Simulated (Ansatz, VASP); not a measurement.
Two plane-wave programs on Mg2C

```
Mg C
1.0
     3.45047   -0.00128   -0.00045
    -0.00421    3.17504   -0.00035
    -0.00461   -0.00247    8.58681
Mg C
4 2
Direct
  0.00000 0.99925 0.99999
  0.99997 0.00012 0.50000
  0.50000 0.50043 0.25000
  0.50005 0.49970 0.75001
  0.00001 0.00079 0.25000
  0.99998 0.99971 0.75000
```

Change from the starting cell: cell x2, atoms moved at random (sigma 0.1 Å) and cell strained at random (1.5 %), then relaxed without symmetry.

Alike in both runs: functional PBE; k mesh 6 × 6 × 4; occupations gaussian, width 0.2 eV; no spin polarisation.

Ansatz relaxed the structure, and its values are those at the end. VASP's run is a single point on that final structure, the one shown.

|  | VASP | Ansatz |
| --- | --- | --- |
| version | VASP 6.6.1 | Ansatz 0.2.0 |
| potentials or method | VASP PAW PBE potentials, release 64 (Mg, C), cutoff 520 eV | scalar-relativistic, plane waves, PAW |
| valence electrons in the cell | 16 | 48 |

Ansatz gave:

- gap on the k mesh at the Fermi level (eV): none
- pressure (GPa): 0.0

What did VASP give for the same quantities?

gap on the k mesh at the Fermi level (eV): none; pressure (GPa): -0.2.

A gap of «none» marks a metal or a gap that the smearing closes. VASP's potentials hold 16 valence electrons a cell and Ansatz's 48, so a difference there can come from the potentials and not from the codes.
